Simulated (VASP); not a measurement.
# CdF2 (I4/mmm) in VASP: further runs

The runs below take CdF2 through single point, with PBE.

Program: VASP 6.6.1. These are calculated values, not measurements. Logs are shortened: lines on timing, memory, paths and dates and some standing lists are left out, and cuts for length are marked.

### Step 1. The cell of the first run

It takes space group I4/mmm (No. 139, tetragonal). Conventional cell: a = 3.766 Å, b = 3.766 Å, c = 5.185 Å, α = 90.00°, β = 90.00°, γ = 90.00°. Within 3.0 Å of Cd (site symmetry 4/mmm) lie 8 F at 2.29 Å. F (site symmetry -4m2) has 4 Cd at 2.29 Å and 6 F at 2.59 to 2.66 Å within 3.0 Å.

### Step 2. Single point, PBE (12.26 Å³/atom)

Input file INCAR:

```
ALGO = Normal ; EDIFF = 1E-6
ENCUT = 700 ; GGA = PE
GGA_COMPAT = F ; ISIF = 2
ISMEAR = 0 ; LASPH = T
LCHARG = F ; LREAL = F
LWAVE = F ; NBANDS = 24
NELM = 120 ; PREC = Accurate
SIGMA = 0.05
```

Input file KPOINTS:

```
k-points
0
Gamma
  8 8 8
```

Input file POSCAR:

```
CdF2
1.0
    0.0000000000      2.6628170954      2.5925187241
    2.6628170954      0.0000000000      2.5925187241
    2.6628170954      2.6628170954      0.0000000000
Cd F
1 2
Direct
    0.0000000000      0.0000000000      0.0000000000
    0.2500000000      0.2500000000      0.2500000000
    0.7500000000      0.7500000000      0.7500000000
```

Potentials or basis: VASP PAW PBE potentials, release 64 (Cd_sv_GW, F).

Started as:

```console
$ cat potpaw_PBE.64/Cd_sv_GW/POTCAR potpaw_PBE.64/F/POTCAR > POTCAR
$ mpirun -np 1 vasp_std > vasp.out
```

OUTCAR:

```text
EDIFF = 1E-6
   ENCUT = 700
   GGA = PE
   ISIF = 2
   ISMEAR = 0
   LASPH = T
   LREAL = F
   NELM = 120
   PREC = Accurate

 ion  position               nearest neighbor table
   1  0.000  0.000  0.000-   2 2.29   3 2.29   3 2.29   3 2.29   3 2.29   2 2.29   2 2.29   2 2.29

   2  0.250  0.250  0.250-   1 2.29   1 2.29   1 2.29   1 2.29
   3  0.750  0.750  0.750-   1 2.29   1 2.29   1 2.29   1 2.29

  LATTYP: Found a body centered tetragonal cell.
 ALAT       =     3.7657920504
 C/A-ratio  =     1.3768783243

  Lattice vectors:

 A1 = (   0.0000000000,  -2.6628170954,  -2.5925187241)
 A2 = (   0.0000000000,   2.6628170954,  -2.5925187241)
 A3 = (   2.6628170954,   0.0000000000,   2.5925187241)

Analysis of symmetry for initial positions (statically):
=====================================================================
 Subroutine PRICEL returns:
 Original cell was already a primitive cell.

 Routine SETGRP: Setting up the symmetry group for a
 body centered tetragonal supercell.

 Subroutine GETGRP returns: Found 16 space group operations
 (whereof 16 operations were pure point group operations)
 out of a pool of 16 trial point group operations.

The static configuration has the point symmetry D_4h.

Analysis of symmetry for dynamics (positions and initial velocities):
=====================================================================
 Subroutine PRICEL returns:
 Original cell was already a primitive cell.

 Routine SETGRP: Setting up the symmetry group for a
 body centered tetragonal supercell.

 Subroutine GETGRP returns: Found 16 space group operations
 (whereof 16 operations were pure point group operations)
 out of a pool of 16 trial point group operations.

The dynamic configuration has the point symmetry D_4h.

 Subroutine INISYM returns: Found 16 space group operations
 (whereof 16 operations are pure point group operations),
 and found     1 'primitive' translations

----------------------------------------------------------------------------------------

                                     Primitive cell

  volume of cell :      36.7650

  direct lattice vectors                    reciprocal lattice vectors
     0.000000000  2.662817095  2.592518724    -0.187771064  0.187771064  0.192862638
     2.662817095  0.000000000  2.592518724     0.187771064 -0.187771064  0.192862638
     2.662817095  2.662817095  0.000000000     0.187771064  0.187771064 -0.192862638
[... 84 lines left out ...]
   ENCUT  =  700.0 eV  51.45 Ry    7.17 a.u.   8.02  8.02  8.12*2*pi/ulx,y,z
   NELM   =    120;   NELMIN=  2; NELMDL= -5     # of ELM steps
   EDIFF  = 0.1E-05   stopping-criterion for ELM
   LREAL  =      F    real-space projection
   EDIFFG = 0.1E-04   stopping-criterion for IOM
   NSW    =      0    number of steps for IOM
   IBRION =     -1    ionic relax: 0-MD 1-quasi-New 2-CG
   NFREE  =      0    steps in history (QN), initial steepest desc. (CG)
   ISIF   =      2    stress and relaxation
   ISYM   =      2    0-nonsym 1-usesym 2-fastsym
   POTIM  = 0.5000    time-step for ionic-motion
   TEBEG  =    0.0;   TEEND  =   0.0 temperature during run
   PSTRESS=    0.0 pullay stress
   NELECT =      34.0000    total number of electrons
   NUPDOWN=      -1.0000    fix difference up-down
   EMIN   =  10.00;   EMAX   =-10.00  energy-range for DOS
   EFERMI =   0.00;   METHOD = LEGACY
   ISMEAR =     0;   SIGMA  =   0.05  broadening in eV -4-tet -1-fermi 0-gaus
   EFERMI_NEDOS =   21; number of points for ismear=-14 and -15
   IALGO  =     38    algorithm
   IMIX   =      4    mixing-type and parameters
     AMIX     =   0.40;   BMIX     =  1.00
     AMIX_MAG =   1.60;   BMIX_MAG =  1.00
  volume/ion in A,a.u.               =      12.26        82.70
  Fermi-wavevector in a.u.,A,eV,Ry     =   1.594984  3.014082 34.612859  2.543973
  Thomas-Fermi vector in A             =   2.692973
   LORBIT       =      0    0 simple, 1 ext, 2 COOP (PROOUT), +10 PAW based schemes
   GGA     = PE    functional components
   LHFCALC =     F    Hartree Fock is set to
   AEXX    =    0.0000 exact exchange contribution
   IVDW    =     0    specifies the selected vdW correction
   LEPSILON=     F    determine dielectric tensor
   LRPA    =     F    only Hartree local field effects (RPA)
 non-spin polarized calculation
 Gauss-broadening in eV      SIGMA  =   0.05
  energy-cutoff  :      700.00
  volume of cell :       36.77
 maximum number of plane-waves:      1580
   NGX = 17   NGY = 17   NGZ = 17

 number of electron      33.9999997 magnetization

 Free energy of the ion-electron system (eV)
  ---------------------------------------------------
  ext. energy  EPLUGINS =         0.00000000
  ---------------------------------------------------
  free energy    TOTEN  =       -10.83643146 eV

  energy without entropy =      -10.83643146  energy(sigma->0) =      -10.83643146

 E-fermi :   1.7096     XC(G=0): -10.9030

 val. band max:        1.2719736877   @ k =  -0.2500   0.5000   0.2500
 cond. band min:       4.5607418833   @ k =   0.0000   0.0000   0.0000
 fundamental gap:      3.2887681956
 Fermi energy:         1.7096309771

 k-point     1 :       0.0000    0.0000    0.0000
  band No.  band energies     occupation
      1     -97.0656      2.00000
      2     -58.1765      2.00000
      3     -58.1656      2.00000
      4     -58.1656      2.00000
      5     -19.9093      2.00000
      6     -18.6239      2.00000
[... 637 lines left out ...]
     23      21.0163      0.00000
     24      22.6091      0.00000

 [... further k-points ...]

------------------------ aborting loop because EDIFF is reached ----------------------------------------

  FORCE on cell =-STRESS in cart. coord.  units (eV):
  Direction    XX          YY          ZZ          XY          YZ          ZX
  --------------------------------------------------------------------------------------
  -------------------------------------------------------------------------------------
  Total        2.8508645      2.8508645      3.5552436      0.0000000      0.0000000     -0.0000000
  in kB      124.2374659    124.2374659    154.9335138      0.0000000      0.0000000     -0.0000000
  external PRESSURE =     134.4694818 kB  Pullay stress =       0.0000000 kB

 VOLUME and BASIS-vectors are now :
 -----------------------------------------------------------------------------
  energy-cutoff  :      700.00
  volume of cell :       36.77
      direct lattice vectors                 reciprocal lattice vectors
     0.000000000  2.662817095  2.592518724    -0.187771064  0.187771064  0.192862638
     2.662817095  0.000000000  2.592518724     0.187771064 -0.187771064  0.192862638
     2.662817095  2.662817095  0.000000000     0.187771064  0.187771064 -0.192862638

 POSITION                                       TOTAL-FORCE (eV/Angst)
 -----------------------------------------------------------------------------------
      0.00000      0.00000      0.00000         0.000000     -0.000000      0.000000
      1.33141      1.33141      1.29626        -0.000000     -0.000000      0.000000
      3.99423      3.99423      3.88878         0.000000      0.000000     -0.000000
 -----------------------------------------------------------------------------------
    total drift:                                0.000000     -0.000000      0.000000

  FREE ENERGIE OF THE ION-ELECTRON SYSTEM (eV)
  ---------------------------------------------------
  free  energy   TOTEN  =       -10.8364314630 eV

  energy  without entropy=      -10.8364314630  energy(sigma->0) =      -10.83643146
```

It took 93 s on 1 thread of Intel Xeon Platinum 8375C at 2.90GHz (Ice Lake), shared host; peak memory 0.24 GiB.

What came out:

* Free energy: -10.8364 eV
* Pressure: 13.4 GPa
* Band gap on the k mesh: 3.29 eV (least direct gap 3.69 eV)

Caveat: the cell stands under pressure.

### Step 3. Single point, PBE (12.25 Å³/atom)

Input file INCAR:

```
SYSTEM = CdF2
  PREC = Accurate
  ENCUT = 700
  EDIFF = 1E-6
  ISMEAR = 0
  SIGMA = 0.05
  LREAL = .FALSE.
  LASPH = .TRUE.
  NELM = 120
  ALGO = Normal
  ISIF = 2
  LWAVE = .FALSE.
  LCHARG = .FALSE.
  GGA = PE
  NBANDS = 24
  GGA_COMPAT = .FALSE.
```

Input file KPOINTS:

```
Automatic mesh
0
G
  8 8 8
  0 0 0
```

Input file POSCAR:

```
CdF2
1.0
    0.0000000000      2.5925735987      2.7349058892
    2.5925735987      0.0000000000      2.7349058892
    2.5925735987      2.5925735987      0.0000000000
Cd F
1 2
Direct
    0.0000000000      0.0000000000      0.0000000000
    0.2500000000      0.2500000000      0.2500000000
    0.7500000000      0.7500000000      0.7500000000
```

Potentials or basis: VASP PAW PBE potentials, release 64 (Cd_sv_GW, F).

Started as:

```console
$ cat potpaw_PBE.64/Cd_sv_GW/POTCAR potpaw_PBE.64/F/POTCAR > POTCAR
$ mpirun -np 1 vasp_std > vasp.out
```

It took 56 s on 1 thread of AMD EPYC 9R45 (Zen 5), shared host; peak memory 0.22 GiB.

The run converged. Its results:

| Property | Result |
| --- | --- |
| Free energy | -10.8182 eV |
| Pressure | 13.4 GPa |
| Band gap on the k mesh | 3.24 eV (least direct gap 3.60 eV) |

Stress tensor (GPa, compression positive):
```
15.39  0.00  0.00
 0.00 15.39  0.00
 0.00  0.00  9.40
```

Levels at points of the mesh, in eV from the valence-band top:
```
           k point  band 15  band 16  band 17  band 18  band 19  band 20
(0.00, 0.00, 0.00)    -0.53    -0.53    -0.37     3.24    12.91    12.91
(0.50, 0.00, 0.00)    -2.06    -0.41    -0.39     7.60     9.25    14.82
(0.50, 0.50, 0.00)    -0.88    -0.09    -0.09     8.49    10.09    12.05
(0.50, 0.00, 0.50)    -0.56    -0.23    -0.07     8.43     9.88    12.03
```

Caveat: the stress differs along the axes, from 9 to 15 GPa. A hybrid or GW would open this gap; PBE tends to underestimate it.

### Step 4. Single point, PBE (12.25 Å³/atom)

Input file INCAR:

```
SYSTEM = CdF2
ALGO     = Normal         ! electronic algorithm
EDIFF    = 1E-6           ! SCF threshold, eV
ENCUT    = 700            ! plane-wave cutoff, eV
GGA      = PE             ! functional
GGA_COMPAT= .False.      
ISIF     = 2              ! what is computed and relaxed
ISMEAR   = 0              ! smearing method
LASPH    = .True.         ! aspherical terms in the spheres
LCHARG   = .False.        ! write CHGCAR
LREAL    = .False.        ! projectors in reciprocal space
LWAVE    = .False.        ! write WAVECAR
NBANDS   = 24             ! bands
NELM     = 120            ! most SCF steps
PREC     = Accurate       ! precision mode
SIGMA    = 0.05           ! smearing width, eV
```

Input file KPOINTS:

```
k-points
0
Gamma
  8 8 8
  0 0 0
```

Input file POSCAR:

```
CdF2
1.0
    0.0000000000      2.6157563110      2.6866433070
    2.6157563110      0.0000000000      2.6866433070
    2.6157563110      2.6157563110      0.0000000000
Cd F
1 2
Direct
    0.0000000000      0.0000000000      0.0000000000
    0.2500000000      0.2500000000      0.2500000000
    0.7500000000      0.7500000000      0.7500000000
```

Started as:

```console
$ cat potpaw_PBE.64/Cd_sv_GW/POTCAR potpaw_PBE.64/F/POTCAR > POTCAR
$ mpirun -np 1 vasp_std > vasp.out
```

Run time: 27 s. Hardware: 1 thread of Intel Xeon 6975P-C (Granite Rapids), shared host; peak memory 0.23 GiB.

The run converged. Its results:

- Free energy: -10.8365 eV
- Pressure: 13.4 GPa
- Band gap on the k mesh: 3.29 eV (least direct gap 3.67 eV)

Stress tensor (GPa, compression positive):
```
14.45  0.00  0.00
 0.00 14.45  0.00
 0.00  0.00 11.44
```

Levels at points of the mesh, in eV from the valence-band top:
```csv
k point,band 13,band 14,band 15,band 16,band 17,band 18,band 19,band 20,band 21,band 22
"(0.00, 0.00, 0.00)",-1.08,-1.08,-0.47,-0.47,-0.38,3.29,12.95,12.95,13.02,18.21
"(0.50, 0.00, 0.00)",-2.58,-2.14,-2.07,-0.38,-0.37,7.64,9.32,14.94,15.15,18.46
"(0.50, 0.50, 0.00)",-3.29,-3.23,-0.77,-0.09,-0.09,8.53,10.06,12.04,14.90,14.90
"(0.50, 0.00, 0.50)",-3.29,-3.14,-0.60,-0.16,-0.08,8.49,9.97,12.05,14.60,14.95
```

Caveat: the cell stands under pressure. A k mesh can miss the band edges.

### Step 5. Summary

```csv
cell,gap on the mesh (eV),pressure (GPa)
"a = 3.716, b = 3.716, c = 3.766 Å, angles 59.6, 59.6, 60.9°, 3 atoms",3.29,13.4
"a = 3.768, b = 3.768, c = 3.666 Å, angles 60.9, 60.9, 58.2°, 3 atoms",3.24,13.4
"a = 3.750, b = 3.750, c = 3.699 Å, angles 60.4, 60.4, 59.1°, 3 atoms",3.29,13.4
```

Alike in all rows: task single point; level PBE; potentials or basis VASP PAW PBE potentials, release 64 (Cd_sv_GW, F); no spin polarisation; k mesh 8 × 8 × 8; cutoff (eV) 700; smearing gaussian 0.05 eV.

Caveats: the cell stands under pressure (at least some runs); the stress differs along the axes, from 9 to 15 GPa (at least some runs).

Total energies depend on the potentials used, so only differences within one code and one set of settings carry meaning.
